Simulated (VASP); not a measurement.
# BP (NiAs type) (P6_3/mmc) in VASP: single point with r2SCAN

Aim: the single point of BP (NiAs type) with r2SCAN.

Program: VASP 6.6.1. These are calculated values, not measurements. Logs are shortened: lines on timing, memory, paths and dates and some standing lists are left out, and cuts for length are marked.

**1. The cell of the first run**

Symmetry: P6_3/mmc, No. 194, hexagonal system. Conventional cell: a = 2.824 Å, b = 2.824 Å, c = 4.699 Å, α = 90.00°, β = 90.00°, γ = 120.00°. Within 2.7 Å of B (site symmetry -3m) lie 6 P at 2.01 Å and 2 B at 2.35 Å. Within 2.7 Å of P (site symmetry -6m2) lie 6 B at 2.01 Å.

**2. Single point, r2SCAN**

Contents of POSCAR:

```
BP
1.0
    2.8244574180      0.0000000000      0.0000000000
   -1.4122287090      2.4460518759      0.0000000000
    0.0000000000      0.0000000000      4.6990726672
B P
2 2
Direct
    0.0000000000      0.0000000000      0.0000000000
    0.0000000000      0.0000000000      0.5000000000
    0.3333333333      0.6666666667      0.2500000000
    0.6666666667      0.3333333333      0.7500000000
```

Contents of INCAR.step1:

```
PREC = Accurate
ENCUT = 520
ISMEAR = 0
SIGMA = 0.1
LREAL = F
LASPH = T
NELM = 60
NBANDS = 16
GGA = PE
ALGO = Normal
EDIFF = 1E-4
LWAVE = T
LCHARG = F
```

Contents of INCAR.step2:

```
PREC = Accurate
ENCUT = 520
EDIFF = 1E-6
ISMEAR = 0
SIGMA = 0.1
LREAL = F
LASPH = T
NELM = 60
ALGO = Normal
ISIF = 2
LWAVE = F
LCHARG = F
METAGGA = R2SCAN
LMIXTAU = T
NBANDS = 16
ISTART = 1
```

Contents of KPOINTS:

```
regular mesh
0
Gamma
  18 18 10
```

Potentials or basis: VASP PAW PBE potentials, release 64 (B, P).

Run with:

```bash
cat potpaw_PBE.64/B/POTCAR potpaw_PBE.64/P/POTCAR > POTCAR
cp INCAR.step1 INCAR
mpirun -np 1 vasp_std > vasp.out
cp INCAR.step2 INCAR
mpirun -np 1 vasp_std > vasp.out
```

OUTCAR:

```text
PREC = Accurate
   ENCUT = 520
   EDIFF = 1E-6
   ISMEAR = 0
   LREAL = F
   LASPH = T
   NELM = 60
   ISIF = 2
   METAGGA = R2SCAN
   ISTART = 1

 ion  position               nearest neighbor table
   1  0.000  0.000  0.000-   3 2.01   4 2.01   4 2.01   3 2.01   4 2.01   3 2.01
   2  0.000  0.000  0.500-   3 2.01   4 2.01   4 2.01   3 2.01   4 2.01   3 2.01
   3  0.333  0.667  0.250-   1 2.01   2 2.01   1 2.01   2 2.01   1 2.01   2 2.01   4 2.86   4 2.86
                             4 2.86   4 2.86   4 2.86   4 2.86
   4  0.667  0.333  0.750-   1 2.01   2 2.01   1 2.01   2 2.01   1 2.01   2 2.01   3 2.86   3 2.86
                             3 2.86   3 2.86   3 2.86   3 2.86

  LATTYP: Found a hexagonal cell.
 ALAT       =     2.8244574180
 C/A-ratio  =     1.6637080939

  Lattice vectors:

 A1 = (   2.8244574180,   0.0000000000,   0.0000000000)
 A2 = (  -1.4122287090,   2.4460518759,   0.0000000000)
 A3 = (   0.0000000000,   0.0000000000,   4.6990726672)

Analysis of symmetry for initial positions (statically):
=====================================================================
 Subroutine PRICEL returns:
 Original cell was already a primitive cell.

 Routine SETGRP: Setting up the symmetry group for a
 hexagonal supercell.

 Subroutine GETGRP returns: Found 24 space group operations
 (whereof 12 operations were pure point group operations)
 out of a pool of 24 trial point group operations.

The static configuration has the point symmetry D_3d.
 The point group associated with its full space group is D_6h.

Analysis of symmetry for dynamics (positions and initial velocities):
=====================================================================
 Subroutine PRICEL returns:
 Original cell was already a primitive cell.

 Routine SETGRP: Setting up the symmetry group for a
 hexagonal supercell.

 Subroutine GETGRP returns: Found 24 space group operations
 (whereof 12 operations were pure point group operations)
 out of a pool of 24 trial point group operations.

The dynamic configuration has the point symmetry D_3d.
 The point group associated with its full space group is D_6h.

 Subroutine INISYM returns: Found 24 space group operations
 (whereof 12 operations are pure point group operations),
 and found     1 'primitive' translations

[... 94 lines left out ...]
   LSORBIT =      F    spin-orbit coupling
   LASPH  =      T    aspherical Exc in radial PAW
   ENCUT  =  520.0 eV  38.22 Ry    6.18 a.u.   5.25  5.25  8.74*2*pi/ulx,y,z
   NELM   =     60;   NELMIN=  2; NELMDL=  0     # of ELM steps
   EDIFF  = 0.1E-05   stopping-criterion for ELM
   LREAL  =      F    real-space projection
   EDIFFG = 0.1E-04   stopping-criterion for IOM
   NSW    =      0    number of steps for IOM
   IBRION =     -1    ionic relax: 0-MD 1-quasi-New 2-CG
   NFREE  =      0    steps in history (QN), initial steepest desc. (CG)
   ISIF   =      2    stress and relaxation
   ISYM   =      2    0-nonsym 1-usesym 2-fastsym
   POTIM  = 0.5000    time-step for ionic-motion
   TEBEG  =    0.0;   TEEND  =   0.0 temperature during run
   PSTRESS=    0.0 pullay stress
   NELECT =      16.0000    total number of electrons
   NUPDOWN=      -1.0000    fix difference up-down
   EMIN   =  10.00;   EMAX   =-10.00  energy-range for DOS
   EFERMI =   0.00;   METHOD = LEGACY
   ISMEAR =     0;   SIGMA  =   0.10  broadening in eV -4-tet -1-fermi 0-gaus
   EFERMI_NEDOS =   21; number of points for ismear=-14 and -15
   IALGO  =     38    algorithm
   IMIX   =      4    mixing-type and parameters
     AMIX     =   0.40;   BMIX     =  1.00
     AMIX_MAG =   1.60;   BMIX_MAG =  1.00
  volume/ion in A,a.u.               =       8.12        54.77
  Fermi-wavevector in a.u.,A,eV,Ry     =   1.293135  2.443671 22.751637  1.672198
  Thomas-Fermi vector in A             =   2.424799
   LORBIT       =      0    0 simple, 1 ext, 2 COOP (PROOUT), +10 PAW based schemes
   METAGGA = R2SCAN    functional components
   LHFCALC =     F    Hartree Fock is set to
   AEXX    =    0.0000 exact exchange contribution
   IVDW    =     0    specifies the selected vdW correction
   LEPSILON=     F    determine dielectric tensor
   LRPA    =     F    only Hartree local field effects (RPA)
 non-spin polarized calculation
 Gauss-broadening in eV      SIGMA  =   0.10
  energy-cutoff  :      520.00
  volume of cell :       32.46
 maximum number of plane-waves:       886
 NGX is ok and might be reduce to    24
   NGX = 11   NGY = 11   NGZ = 17

 number of electron      16.0000003 magnetization

 Free energy of the ion-electron system (eV)
  ---------------------------------------------------
  ext. energy  EPLUGINS =         0.00000000
  ---------------------------------------------------
  free energy    TOTEN  =       -27.86140021 eV

  energy without entropy =      -27.85758710  energy(sigma->0) =      -27.85949365

 E-fermi :  13.2538     XC(G=0): -13.7352

 val. band max:       13.2420957132   @ k =   0.0556   0.0000   0.4000
 cond. band min:      13.2663077541   @ k =   0.1667  -0.0000   0.0000
 fundamental gap:      0.0242120409
 Fermi energy:        13.2538037443

 k-point     1 :       0.0000    0.0000    0.0000
  band No.  band energies     occupation
      1      -7.5756      2.00000
      2      -2.1742      2.00000
      3      -0.3037      2.00000
      4      11.5410      2.00000
      5      11.5410      2.00000
      6      13.5752      0.00001
[... 433 lines left out ...]
      3       2.5808      2.00000
      4       3.8787      2.00000
      5       5.0976      2.00000
      6       6.6851      2.00000
[... 8 lines left out ...]
     15      26.2686      0.00000
     16      27.6574      0.00000

 [... further k-points ...]
[... 5 lines left out ...]
  --------------------------------------------------------------------------------------
  -------------------------------------------------------------------------------------
  Total       12.0147216     12.0147216     11.9187894     -0.0000000      0.0000000      0.0000000
  in kB      592.9409413    592.9409413    588.2065705     -0.0000000      0.0000000      0.0000000
  external PRESSURE =     591.3628177 kB  Pullay stress =       0.0000000 kB

 VOLUME and BASIS-vectors are now :
 -----------------------------------------------------------------------------
  energy-cutoff  :      520.00
  volume of cell :       32.46
      direct lattice vectors                 reciprocal lattice vectors
     2.824457418  0.000000000  0.000000000     0.354050301  0.204411037  0.000000000
    -1.412228709  2.446051876  0.000000000     0.000000000  0.408822074  0.000000000
     0.000000000  0.000000000  4.699072667     0.000000000  0.000000000  0.212807945

 POSITION                                       TOTAL-FORCE (eV/Angst)
 -----------------------------------------------------------------------------------
      0.00000      0.00000      0.00000         0.000000      0.000000      0.000000
      0.00000      0.00000      2.34954         0.000000      0.000000      0.000000
     -0.00000      1.63070      1.17477         0.000000      0.000000      0.000000
      1.41223      0.81535      3.52430        -0.000000      0.000000      0.000000
 -----------------------------------------------------------------------------------
    total drift:                               -0.000000      0.000000      0.000000

  FREE ENERGIE OF THE ION-ELECTRON SYSTEM (eV)
  ---------------------------------------------------
  free  energy   TOTEN  =       -27.8614002071 eV

  energy  without entropy=      -27.8575870993  energy(sigma->0) =      -27.85949365
```

OSZICAR.step1:

```text
N       E                     dE             d eps       ncg     rms          rms(c)
DAV:   1     0.337581753360E+02    0.33758E+02   -0.74957E+03  7104   0.941E+02
DAV:   2    -0.190118661987E+02   -0.52770E+02   -0.48318E+02  9680   0.165E+02
DAV:   3    -0.205760217838E+02   -0.15642E+01   -0.15484E+01  9640   0.254E+01
DAV:   4    -0.205832001808E+02   -0.71784E-02   -0.71761E-02  8864   0.197E+00
DAV:   5    -0.205832481721E+02   -0.47991E-04   -0.47990E-04  9792   0.142E-01    0.128E+01
DAV:   6    -0.198218043640E+02    0.76144E+00   -0.84653E-01  9248   0.589E+00    0.724E+00
DAV:   7    -0.197524611582E+02    0.69343E-01   -0.24347E-01  9648   0.299E+00    0.167E+00
DAV:   8    -0.197449529483E+02    0.75082E-02   -0.18799E-02  8688   0.898E-01    0.300E-01
DAV:   9    -0.197449034272E+02    0.49521E-04   -0.84083E-04  9352   0.207E-01
   1 F= -.19744903E+02 E0= -.19742896E+02  d E =-.401459E-02
```

It took 2 min on 1 thread of Intel Xeon 6975P-C (Granite Rapids), shared host; peak memory 0.22 GiB.

Results:

- Free energy: -27.8614 eV
- Pressure: 59.1 GPa
- Band gap on the k mesh: zero (bands 8 and 9 overlap by 7.25 eV)

Levels at points of the mesh, in eV from the Fermi level:
| k point | band 4 | band 5 | band 6 | band 7 | band 8 | band 9 | band 10 | band 11 | band 12 | band 13 |
| --- | --- | --- | --- | --- | --- | --- | --- | --- | --- | --- |
| (0.00, 0.00, 0.00) | -1.71 | -1.71 | 0.32 | 1.57 | 1.57 | 3.24 | 3.24 | 6.37 | 6.98 | 7.39 |
| (0.50, 0.00, 0.00) | -9.04 | -8.10 | -7.38 | -5.70 | -0.03 | 0.48 | 1.29 | 4.07 | 4.74 | 5.18 |
| (0.00, 0.00, 0.50) | -6.91 | -0.33 | -0.33 | -0.33 | -0.33 | 4.14 | 4.14 | 4.14 | 4.14 | 7.38 |
| (0.50, 0.00, 0.50) | -12.86 | -4.12 | -4.12 | -2.75 | -2.75 | -0.21 | -0.21 | 2.69 | 2.69 | 8.14 |

Caveat: the cell stands under pressure; the PAW data sets were made with another functional, which shifts forces and pressure a little.

The gap in the log of VASP goes by the Fermi energy; the results here count the filled bands.